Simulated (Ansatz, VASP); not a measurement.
This is a calculation of WS2 for VASP 6.6.1.

The input INCAR:

```
SYSTEM = WS2
  PREC = Accurate
  ENCUT = 520
  EDIFF = 1E-6
  ISMEAR = 0
  SIGMA = 0.016
  LREAL = .FALSE.
  LASPH = .TRUE.
  NELM = 80
  ALGO = Normal
  ISIF = 2
  LWAVE = .FALSE.
  LCHARG = .TRUE.
  GGA = PE
  LELF = .TRUE.
  LVHAR = .TRUE.
  NBANDS = 20
```

The input KPOINTS:

```
Automatic mesh
0
G
  10 10 2
  0 0 0
```

POSCAR

```
WS2
1.0
    3.1835163552      0.0000000000      0.0000000000
   -1.5917581776      2.7570060369      0.0000000000
    0.0000000000      0.0000000000     16.9505778900
W S
1 2
Direct
    0.0000000000      0.0000000000      0.0000000000
    0.3333333333      0.6666666667      0.0920005100
    0.3333333333      0.6666666667      0.9079994900
```

Potentials or basis: VASP PAW PBE potentials, release 64 (W_sv, S).

Run with:

```sh
$ cat potpaw_PBE.64/W_sv/POTCAR potpaw_PBE.64/S/POTCAR > POTCAR
$ mpirun -np 1 vasp_std > vasp.out
```

Q: Set up the same calculation for Ansatz 0.2.0. Potentials there: Ansatz PAW.

A: As run (the cutoff follows the program's own potentials):

Contents of input.yaml:

```yaml
crystal:
  lattice:
    - [3.1835163552, 0.0, 0.0]
    - [-1.5917581776, 2.7570060369, 0.0]
    - [0.0, 0.0, 16.95057789]
  atoms:
    - { symbol: W, position: [0.0, 0.0, 0.0] }
    - { symbol: S, position: [0.3333333333, 0.6666666667, 0.09200051] }
    - { symbol: S, position: [0.3333333333, 0.6666666667, 0.90799949] }
hamiltonian:
  xc: pbe
  pseudopotentials: { kind: paw }
kpoints:
  mp_grid: { grid: [10, 10, 2] }
scf:
  occupations: { method: gaussian, width: 0.016 }
output:
  forces: true
  stress: true
  eigenvalues: true
```

Potentials or basis: Ansatz PAW.

Command:

```sh
$ ansatz run input.yaml --threads 2 --pin off --max-ram 5632MiB --backend cpu --events-out ev --progress --plain --runs-dir out
```

Both were run:

|  | VASP | Ansatz | Ansatz less VASP |
| --- | --- | --- | --- |
| gap on the k mesh at the Fermi level (eV) | 2.00 | 1.99 | -0.013 |
| least direct gap on the mesh (eV) | 2.16 | 2.15 | -0.003 |
| rms of the force components (eV/Å) | 0.124 | 0.122 | -0.0018 |

Atom by atom the forces differ by 0.002 eV/Å (rms over components).

Neither program's run includes spin-orbit coupling.
